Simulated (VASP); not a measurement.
# Ba3Si (Pm-3m) in VASP: a series of runs, part 2 of 2

VASP 6.6.1.

## 4. Single point, PBE (volume scaled by 1.040)

The input, INCAR:

```
SYSTEM = Ba3Si
  ALGO = Normal
  EDIFF = 1E-6
  ENCUT = 520
  GGA = PE
  ISIF = 2
  ISMEAR = 0
  LASPH = .True.
  LCHARG = .False.
  LREAL = .False.
  LWAVE = .False.
  NBANDS = 25
  NELM = 100
  PREC = Accurate
  SIGMA = 0.05
```

The input, KPOINTS:

```
k-points
0
Gamma
  6 6 6
  0 0 0
```

The input, POSCAR:

```
Ba3Si
1.0
    5.4541978750      0.0000000000      0.0000000000
    0.0000000000      5.4541978750      0.0000000000
    0.0000000000      0.0000000000      5.4541978750
Ba Si
3 1
Direct
    0.0000000000      0.5000000000      0.5000000000
    0.5000000000      0.5000000000      0.0000000000
    0.5000000000      0.0000000000      0.5000000000
    0.0000000000      0.0000000000      0.0000000000
```

Potentials or basis: VASP PAW PBE potentials, release 64 (Ba_sv, Si).

Started as:

```bash
cat potpaw_PBE.64/Ba_sv/POTCAR potpaw_PBE.64/Si/POTCAR > POTCAR
mpirun -np 1 vasp_std > vasp.out
```

OUTCAR:

```text
SYSTEM = Ba3Si
   EDIFF = 1E-6
   ENCUT = 520
   GGA = PE
   ISIF = 2
   ISMEAR = 0
   LASPH = .True.
   LREAL = .False.
   NELM = 100
   PREC = Accurate

 ion  position               nearest neighbor table
   1  0.000  0.500  0.500-   2 3.86   3 3.86   4 3.86   2 3.86   4 3.86   3 3.86   4 3.86   4 3.86
                             2 3.86   3 3.86   2 3.86   3 3.86
   2  0.500  0.500  0.000-   1 3.86   3 3.86   4 3.86   1 3.86   3 3.86   3 3.86   4 3.86   3 3.86
                             1 3.86   4 3.86   1 3.86   4 3.86
   3  0.500  0.000  0.500-   1 3.86   2 3.86   4 3.86   2 3.86   4 3.86   1 3.86   2 3.86   2 3.86
                             1 3.86   4 3.86   4 3.86   1 3.86
   4  0.000  0.000  0.000-   1 3.86   2 3.86   3 3.86   1 3.86   3 3.86   1 3.86   2 3.86   1 3.86
                             2 3.86   3 3.86   3 3.86   2 3.86

  LATTYP: Found a simple cubic cell.
 ALAT       =     5.4541978750

  Lattice vectors:

 A1 = (   5.4541978750,   0.0000000000,   0.0000000000)
 A2 = (   0.0000000000,   5.4541978750,   0.0000000000)
 A3 = (   0.0000000000,   0.0000000000,   5.4541978750)

Analysis of symmetry for initial positions (statically):
=====================================================================
 Subroutine PRICEL returns:
 Original cell was already a primitive cell.

 Routine SETGRP: Setting up the symmetry group for a
 simple cubic supercell.

 Subroutine GETGRP returns: Found 48 space group operations
 (whereof 48 operations were pure point group operations)
 out of a pool of 48 trial point group operations.

The static configuration has the point symmetry O_h .

Analysis of symmetry for dynamics (positions and initial velocities):
=====================================================================
 Subroutine PRICEL returns:
 Original cell was already a primitive cell.

 Routine SETGRP: Setting up the symmetry group for a
 simple cubic supercell.

[... 121 lines left out ...]
   IMIX   =      4    mixing-type and parameters
     AMIX     =   0.40;   BMIX     =  1.00
     AMIX_MAG =   1.60;   BMIX_MAG =  1.00
  volume/ion in A,a.u.               =      40.56       273.73
  Fermi-wavevector in a.u.,A,eV,Ry     =   0.972382  1.837536 12.864673  0.945527
  Thomas-Fermi vector in A             =   2.102676
   LORBIT       =      0    0 simple, 1 ext, 2 COOP (PROOUT), +10 PAW based schemes
   GGA     = PE    functional components
   LHFCALC =     F    Hartree Fock is set to
   AEXX    =    0.0000 exact exchange contribution
   IVDW    =     0    specifies the selected vdW correction
   LEPSILON=     F    determine dielectric tensor
   LRPA    =     F    only Hartree local field effects (RPA)
 non-spin polarized calculation
 Gauss-broadening in eV      SIGMA  =   0.05
  energy-cutoff  :      520.00
  volume of cell :      162.25
 maximum number of plane-waves:      4416
 NGX is ok and might be reduce to    42
   NGX = 21   NGY = 21   NGZ = 21

 number of electron      34.0000005 magnetization

 Free energy of the ion-electron system (eV)
  ---------------------------------------------------
  ext. energy  EPLUGINS =         0.00000000
  ---------------------------------------------------
  free energy    TOTEN  =       -11.13711045 eV

  energy without entropy =      -11.13114179  energy(sigma->0) =      -11.13412612

 E-fermi :   2.9976     XC(G=0):  -8.5466

 val. band max:        2.9885488589   @ k =   0.5000   0.3333   0.0000
 cond. band min:       3.0382067573   @ k =   0.5000   0.5000   0.3333
 fundamental gap:      0.0496578984
 Fermi energy:         2.9975932548

 k-point     1 :       0.0000    0.0000    0.0000
  band No.  band energies     occupation
      1     -25.7262      2.00000
      2     -25.4915      2.00000
      3     -25.4915      2.00000
      4     -11.3995      2.00000
      5     -11.3995      2.00000
      6     -11.3995      2.00000
[... 549 lines left out ...]
     24       5.8022      0.00000
     25       5.8793      0.00000

------------------------ aborting loop because EDIFF is reached ----------------------------------------

  FORCE on cell =-STRESS in cart. coord.  units (eV):
  Direction    XX          YY          ZZ          XY          YZ          ZX
  --------------------------------------------------------------------------------------
  -------------------------------------------------------------------------------------
  Total       -0.3172277     -0.3172277     -0.3172277      0.0000000     -0.0000000      0.0000000
  in kB       -3.1324855     -3.1324855     -3.1324855      0.0000000     -0.0000000      0.0000000
  external PRESSURE =      -3.1324855 kB  Pullay stress =       0.0000000 kB

 VOLUME and BASIS-vectors are now :
 -----------------------------------------------------------------------------
  energy-cutoff  :      520.00
  volume of cell :      162.25
      direct lattice vectors                 reciprocal lattice vectors
     5.454197875  0.000000000  0.000000000     0.183345017  0.000000000  0.000000000
     0.000000000  5.454197875  0.000000000     0.000000000  0.183345017  0.000000000
     0.000000000  0.000000000  5.454197875     0.000000000  0.000000000  0.183345017

 POSITION                                       TOTAL-FORCE (eV/Angst)
 -----------------------------------------------------------------------------------
      0.00000      2.72710      2.72710         0.000000      0.000000      0.000000
      2.72710      2.72710      0.00000         0.000000      0.000000      0.000000
      2.72710      0.00000      2.72710         0.000000      0.000000      0.000000
      0.00000      0.00000      0.00000         0.000000      0.000000      0.000000
 -----------------------------------------------------------------------------------
    total drift:                                0.000000     -0.000000      0.000000

  FREE ENERGIE OF THE ION-ELECTRON SYSTEM (eV)
  ---------------------------------------------------
  free  energy   TOTEN  =       -11.1371104499 eV

  energy  without entropy=      -11.1311417908  energy(sigma->0) =      -11.13412612
```

Wall time 48 s (1 thread of Intel Xeon 6975P-C (Granite Rapids), shared host); peak memory 0.28 GiB.

What came out:

- Free energy: -11.1371 eV
- Pressure: -0.3 GPa
- Band gap on the k mesh: zero (band 17 reaches 3.59 eV, above the bottom of band 18 at 2.69 eV)

Caveat: spin-orbit coupling is left out, which moves the levels of the heavy elements.

## 5. Single point, PBE (volume scaled by 1.070)

The input, INCAR:

```
SYSTEM = Ba3Si
  PREC = Accurate
  ENCUT = 520
  EDIFF = 1E-6
  ISMEAR = 0
  SIGMA = 0.05
  LREAL = .False.
  LASPH = .True.
  NELM = 60
  ALGO = Normal
  ISIF = 2
  LWAVE = .False.
  LCHARG = .True.
  GGA = PE
  LELF = .True.
  LVHAR = .True.
  NBANDS = 25
```

The input, KPOINTS:

```
Automatic mesh
0
Gamma
  6 6 6
  0 0 0
```

The input, POSCAR:

```
Ba3Si
1.0
    5.5061457431      0.0000000000      0.0000000000
    0.0000000000      5.5061457431      0.0000000000
    0.0000000000      0.0000000000      5.5061457431
Ba Si
3 1
Direct
    0.0000000000      0.5000000000      0.5000000000
    0.5000000000      0.5000000000      0.0000000000
    0.5000000000      0.0000000000      0.5000000000
    0.0000000000      0.0000000000      0.0000000000
```

Started as:

```bash
cat potpaw_PBE.64/Ba_sv/POTCAR potpaw_PBE.64/Si/POTCAR > POTCAR
mpirun -np 1 vasp_std > vasp.out
```

Run time: 43 s. Hardware: 1 thread of Intel Xeon 6975P-C (Granite Rapids), shared host; peak memory 0.28 GiB.

The run converged. Its results:

```yaml
Free_energy: -11.1216 eV
Pressure: -0.7 GPa
Band_gap_on_the_k_mesh: zero (band 17 reaches 3.38 eV, above the bottom of band 18 at 2.53 eV)
```

Levels at points of the mesh, in eV from the Fermi level:
| k point | band 14 | band 15 | band 16 | band 17 | band 18 | band 19 | band 20 | band 21 |
| --- | --- | --- | --- | --- | --- | --- | --- | --- |
| (0.00, 0.00, 0.00) | -2.05 | -0.25 | -0.25 | -0.07 | -0.07 | -0.07 | 0.18 | 0.18 |
| (0.50, 0.00, 0.00) | -2.11 | -0.74 | -0.70 | -0.70 | 0.36 | 1.12 | 1.86 | 1.96 |
| (0.50, 0.50, 0.00) | -1.34 | -1.34 | -1.13 | 0.52 | 0.72 | 0.72 | 1.17 | 1.99 |
| (0.50, 0.50, 0.50) | -0.56 | -0.56 | -0.56 | -0.33 | -0.33 | -0.33 | 1.92 | 1.99 |

Caveat: spin-orbit coupling is left out, which moves the levels of the heavy elements.

## 6. Single point, PBE (volume scaled by 1.100)

The input, INCAR:

```
PREC     = Accurate       # precision mode
ENCUT    = 520            # plane-wave cutoff, eV
EDIFF    = 1E-7           # SCF threshold, eV
ISMEAR   = 0              # smearing method
SIGMA    = 0.05           # smearing width, eV
LREAL    = F              # projectors in reciprocal space
LASPH    = T              # aspherical terms in the spheres
NELM     = 100            # most SCF steps
ALGO     = Normal         # electronic algorithm
ISIF     = 2              # what is computed and relaxed
LWAVE    = F              # write WAVECAR
LCHARG   = F              # write CHGCAR
GGA      = PE             # functional
NBANDS   = 25             # bands
```

The input, KPOINTS:

```
Automatic mesh
0
Gamma
  6 6 6
```

The input, POSCAR:

```
Ba3Si
1.0
    5.5571314749      0.0000000000      0.0000000000
    0.0000000000      5.5571314749      0.0000000000
    0.0000000000      0.0000000000      5.5571314749
Ba Si
3 1
Direct
    0.0000000000      0.5000000000      0.5000000000
    0.5000000000      0.5000000000      0.0000000000
    0.5000000000      0.0000000000      0.5000000000
    0.0000000000      0.0000000000      0.0000000000
```

Potentials or basis: VASP PAW PBE potentials, release 64 (Ba_sv, Si).

Started as:

```bash
cat potpaw_PBE.64/Ba_sv/POTCAR potpaw_PBE.64/Si/POTCAR > POTCAR
mpirun -np 1 vasp_std > vasp.out
```

OUTCAR:

```text
PREC = Accurate
   ENCUT = 520
   EDIFF = 1E-7
   ISMEAR = 0
   LREAL = F
   LASPH = T
   NELM = 100
   ISIF = 2
   GGA = PE

 ion  position               nearest neighbor table
   1  0.000  0.500  0.500-   2 3.93   3 3.93   4 3.93   2 3.93   4 3.93   3 3.93   4 3.93   4 3.93
                             2 3.93   3 3.93   2 3.93   3 3.93
   2  0.500  0.500  0.000-   1 3.93   3 3.93   4 3.93   1 3.93   3 3.93   3 3.93   4 3.93   3 3.93
                             1 3.93   4 3.93   1 3.93   4 3.93
   3  0.500  0.000  0.500-   1 3.93   2 3.93   4 3.93   2 3.93   4 3.93   1 3.93   2 3.93   2 3.93
                             1 3.93   4 3.93   4 3.93   1 3.93
   4  0.000  0.000  0.000-   1 3.93   2 3.93   3 3.93   1 3.93   3 3.93   1 3.93   2 3.93   1 3.93
                             2 3.93   3 3.93   3 3.93   2 3.93

  LATTYP: Found a simple cubic cell.
 ALAT       =     5.5571314749

  Lattice vectors:

 A1 = (   5.5571314749,   0.0000000000,   0.0000000000)
 A2 = (   0.0000000000,   5.5571314749,   0.0000000000)
 A3 = (   0.0000000000,   0.0000000000,   5.5571314749)

Analysis of symmetry for initial positions (statically):
=====================================================================
 Subroutine PRICEL returns:
 Original cell was already a primitive cell.

 Routine SETGRP: Setting up the symmetry group for a
 simple cubic supercell.

 Subroutine GETGRP returns: Found 48 space group operations
 (whereof 48 operations were pure point group operations)
 out of a pool of 48 trial point group operations.

The static configuration has the point symmetry O_h .

Analysis of symmetry for dynamics (positions and initial velocities):
=====================================================================
 Subroutine PRICEL returns:
 Original cell was already a primitive cell.

 Routine SETGRP: Setting up the symmetry group for a
 simple cubic supercell.

 Subroutine GETGRP returns: Found 48 space group operations
 (whereof 48 operations were pure point group operations)
 out of a pool of 48 trial point group operations.
[... 120 lines left out ...]
     AMIX_MAG =   1.60;   BMIX_MAG =  1.00
  volume/ion in A,a.u.               =      42.90       289.53
  Fermi-wavevector in a.u.,A,eV,Ry     =   0.954371  1.803499 12.392507  0.910824
  Thomas-Fermi vector in A             =   2.083111
   LORBIT       =      0    0 simple, 1 ext, 2 COOP (PROOUT), +10 PAW based schemes
   GGA     = PE    functional components
   LHFCALC =     F    Hartree Fock is set to
   AEXX    =    0.0000 exact exchange contribution
   IVDW    =     0    specifies the selected vdW correction
   LEPSILON=     F    determine dielectric tensor
   LRPA    =     F    only Hartree local field effects (RPA)
 non-spin polarized calculation
 Gauss-broadening in eV      SIGMA  =   0.05
  energy-cutoff  :      520.00
  volume of cell :      171.61
 maximum number of plane-waves:      4680
 NGX is ok and might be reduce to    42
   NGX = 21   NGY = 21   NGZ = 21

 number of electron      33.9999996 magnetization

 Free energy of the ion-electron system (eV)
  ---------------------------------------------------
  ext. energy  EPLUGINS =         0.00000000
  ---------------------------------------------------
  free energy    TOTEN  =       -11.09438845 eV

  energy without entropy =      -11.08851627  energy(sigma->0) =      -11.09145236

 E-fermi :   2.7344     XC(G=0):  -8.3377

 val. band max:        2.6993438984   @ k =   0.0000   0.0000   0.0000
 cond. band min:       2.7479262389   @ k =   0.1667   0.0000   0.0000
 fundamental gap:      0.0485823405
 Fermi energy:         2.7344085865

 k-point     1 :       0.0000    0.0000    0.0000
  band No.  band energies     occupation
      1     -26.0469      2.00000
      2     -25.8579      2.00000
      3     -25.8579      2.00000
      4     -11.6494      2.00000
      5     -11.6494      2.00000
      6     -11.6494      2.00000
[... 549 lines left out ...]
     24       5.2504      0.00000
     25       5.5349      0.00000

------------------------ aborting loop because EDIFF is reached ----------------------------------------

  FORCE on cell =-STRESS in cart. coord.  units (eV):
  Direction    XX          YY          ZZ          XY          YZ          ZX
  --------------------------------------------------------------------------------------
  -------------------------------------------------------------------------------------
  Total       -1.2002733     -1.2002733     -1.2002733      0.0000000     -0.0000000      0.0000000
  in kB      -11.2056931    -11.2056931    -11.2056931      0.0000000     -0.0000000      0.0000000
  external PRESSURE =     -11.2056931 kB  Pullay stress =       0.0000000 kB

 VOLUME and BASIS-vectors are now :
 -----------------------------------------------------------------------------
  energy-cutoff  :      520.00
  volume of cell :      171.61
      direct lattice vectors                 reciprocal lattice vectors
     5.557131475  0.000000000  0.000000000     0.179948955  0.000000000  0.000000000
     0.000000000  5.557131475  0.000000000     0.000000000  0.179948955  0.000000000
     0.000000000  0.000000000  5.557131475     0.000000000  0.000000000  0.179948955

 POSITION                                       TOTAL-FORCE (eV/Angst)
 -----------------------------------------------------------------------------------
      0.00000      2.77857      2.77857         0.000000      0.000000      0.000000
      2.77857      2.77857      0.00000         0.000000      0.000000      0.000000
      2.77857      0.00000      2.77857         0.000000      0.000000      0.000000
      0.00000      0.00000      0.00000         0.000000      0.000000      0.000000
 -----------------------------------------------------------------------------------
    total drift:                                0.000000     -0.000000      0.000000

  FREE ENERGIE OF THE ION-ELECTRON SYSTEM (eV)
  ---------------------------------------------------
  free  energy   TOTEN  =       -11.0943884511 eV

  energy  without entropy=      -11.0885162675  energy(sigma->0) =      -11.09145236
```

OSZICAR:

```text
N       E                     dE             d eps       ncg     rms          rms(c)
DAV:   1     0.235999437570E+03    0.23600E+03   -0.13980E+04  1000   0.113E+03
DAV:   2     0.267316228832E+01   -0.23333E+03   -0.22713E+03  1497   0.218E+02
DAV:   3    -0.109767987277E+02   -0.13650E+02   -0.13430E+02  1329   0.566E+01
DAV:   4    -0.113513794220E+02   -0.37458E+00   -0.37357E+00  1470   0.813E+00
DAV:   5    -0.113595590801E+02   -0.81797E-02   -0.81759E-02  1381   0.104E+00    0.477E+00
DAV:   6    -0.111118880222E+02    0.24767E+00   -0.87472E-01  1214   0.241E+00    0.294E+00
DAV:   7    -0.110939461875E+02    0.17942E-01   -0.12126E-01  1422   0.144E+00    0.115E+00
DAV:   8    -0.110934033794E+02    0.54281E-03   -0.22513E-02  1333   0.851E-01    0.186E-01
DAV:   9    -0.110941484120E+02   -0.74503E-03   -0.20574E-03  1431   0.199E-01    0.101E-01
DAV:  10    -0.110943820323E+02   -0.23362E-03   -0.39218E-04  1251   0.107E-01    0.371E-02
DAV:  11    -0.110943907713E+02   -0.87390E-05   -0.41391E-05  1463   0.296E-02    0.412E-03
DAV:  12    -0.110943893913E+02    0.13800E-05   -0.27366E-06  1453   0.568E-03    0.228E-03
DAV:  13    -0.110943884698E+02    0.92145E-06   -0.38028E-07  1164   0.277E-03    0.329E-04
DAV:  14    -0.110943884511E+02    0.18780E-07   -0.19785E-08   841   0.670E-04
   1 F= -.11094388E+02 E0= -.11091452E+02  d E =-.587218E-02
```

It took 50 s on 1 thread of Intel Xeon 6975P-C (Granite Rapids), shared host; peak memory 0.28 GiB.

Results:

* Free energy: -11.0944 eV
* Pressure: -1.1 GPa
* Band gap on the k mesh: zero (band 17 reaches 3.18 eV, above the bottom of band 18 at 2.38 eV)

Caveat: spin-orbit coupling is left out, which moves the levels of the heavy elements.

## 7. Summary

| cell | gap on the mesh (eV) | pressure (GPa) |
| --- | --- | --- |
| a = 5.441 Å, 4 atoms | none | -0.2 |
| a = 5.448 Å, 4 atoms | none | -0.3 |
| a = 5.454 Å, 4 atoms | none | -0.3 |
| a = 5.506 Å, 4 atoms | none | -0.7 |
| a = 5.557 Å, 4 atoms | none | -1.1 |

Alike in all rows: task single point; level PBE; potentials or basis VASP PAW PBE potentials, release 64 (Ba_sv, Si); no spin polarisation; k mesh 6 × 6 × 6; cutoff (eV) 520; smearing gaussian 0.05 eV.

Caveats: spin-orbit coupling is left out, which moves the levels of the heavy elements.

Total energies depend on the potentials used, so only differences within one code and one set of settings carry meaning.
